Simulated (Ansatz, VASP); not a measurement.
## ZrC: VASP beside Ansatz

```xyz
2
Lattice="0.0705 2.3855 2.3855 2.3855 0.0705 2.3855 2.3855 2.3855 0.0705" Properties=species:S:1:pos:R:3 pbc="T T T"
Zr    2.4207    2.4207    2.4207
C     0.0000    0.0000    0.0000
```

Change from the starting cell: equal xy, yz and zx shear strains of +3 %, crystal datasets.

Alike in both runs: task electric field gradients; functional PBEsol; k mesh 15 × 15 × 15; occupations fermi-dirac, width 0.05 eV; no spin polarisation.

|  | VASP | Ansatz |
| --- | --- | --- |
| version | VASP 6.6.1 | Ansatz 0.2.0 |
| potentials or method | VASP PAW PBE potentials, release 64 (Zr_sv, C), cutoff 520 eV | all-electron PAW with datasets made for the crystal, scalar-relativistic |

Ansatz gave:

```
pressure (GPa)                                                : -4.4
traceless stress, the component that is largest in VASP (GPa) : -4.77
size of Vzz on the site where it differs most (V/Å²)          : 3.0
```

**Question.** What did VASP give for the same quantities?

**Answer.** Pressure (GPa): -4.1; traceless stress, the component that is largest in VASP (GPa): -4.77; size of Vzz on the site where it differs most (V/Å²): 2.6.

VASP's potentials were made for PBE, not for PBEsol. Ansatz ran all-electron here, and VASP with PAW potentials.
